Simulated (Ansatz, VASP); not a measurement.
## One calculation of BeTe, two programs

```
Be Te
1.0
     0.00000    2.65074    2.65074
     2.65074    0.00000    2.65074
     2.65074    2.65074    0.00000
Be Te
1 1
Cartesian
  0.0000 0.0000 0.0000
  2.6507 2.6507 2.6507
```

Alike in both runs: task single point; functional PBEsol; k mesh 15 × 15 × 15; occupations methfessel-paxton of order 1, width 0.01 eV; no spin polarisation.

|  | VASP | Ansatz |
| --- | --- | --- |
| version | VASP 6.6.1 | Ansatz 0.2.0 |
| potentials or method | VASP PAW PBE potentials, release 64 (Be, Te), cutoff 520 eV | all-electron PAW with datasets made for the crystal, scalar-relativistic |

|  | VASP | Ansatz | Ansatz less VASP |
| --- | --- | --- | --- |
| gap on the k mesh at the Fermi level (eV) | none | none | - |
| pressure (GPa) | 0.2 | 0.0 | -0.20 |

VASP's potentials were made for PBE, not for PBEsol. A gap of «none» marks a metal or a gap that the smearing closes. Ansatz ran all-electron here, and VASP with PAW potentials.

Neither program's run includes spin-orbit coupling.
